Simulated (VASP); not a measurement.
Wanted: the native input for a VASP 6.6.1 run.

```yaml
Task: electric field gradients
Functional: PBE
Potentials_or_basis: VASP PAW PBE potentials, release 64 (Ba_sv, S)
Cutoff: 520 eV
k_mesh: 9 × 9 × 9
Occupations: fermi-dirac, width 0.08 eV
Spin: no spin polarisation
Dipole_correction: no
Further_INCAR_settings: ALGO = Normal; EDIFF = 1e-08; NBANDS = 15
```

The structure of BaS (zincblende type) lies in POSCAR:

```
BaS
1.0
    0.0000000000      3.5850977816      3.5850977816
    3.5850977816      0.0000000000      3.5850977816
    3.5850977816      3.5850977816      0.0000000000
Ba S
1 1
Direct
    0.0000000000      0.0000000000      0.0000000000
    0.2500000000      0.2500000000      0.2500000000
```

This cell differs from its parent crystal: volume scaled by 1.06.

The input as run:

INCAR

```
SYSTEM = BaS
  PREC = Accurate
  ENCUT = 520
  EDIFF = 1E-8
  ISMEAR = -1
  SIGMA = 0.08
  LREAL = .False.
  LASPH = .True.
  NELM = 100
  ALGO = Normal
  ISIF = 2
  LWAVE = .False.
  LCHARG = .False.
  GGA = PE
  LEFG = .True.
  NBANDS = 15
```

KPOINTS

```
regular mesh
0
Gamma
  9 9 9
  0 0 0
```

Potentials or basis: VASP PAW PBE potentials, release 64 (Ba_sv, S).

Run with:

```bash
$ cat potpaw_PBE.64/Ba_sv/POTCAR potpaw_PBE.64/S/POTCAR > POTCAR
$ mpirun -np 1 vasp_std > vasp.out
```

It gave:

The pressure is -1.1 GPa and the band gap on the k mesh is 2.70 eV, indirect (least direct gap 3.26 eV).

Caveat: without QUAD_EFG the Cq values of the log hold for a quadrupole moment of 1 mb, not for the nuclei; spin-orbit coupling is left out, which moves the levels of the heavy elements.

Wall time 71 s on 1 thread of Intel(R) Xeon(R) Platinum 8375C CPU @ 2.90GHz (Ice Lake), on a shared host, peak memory 0.25 GiB.
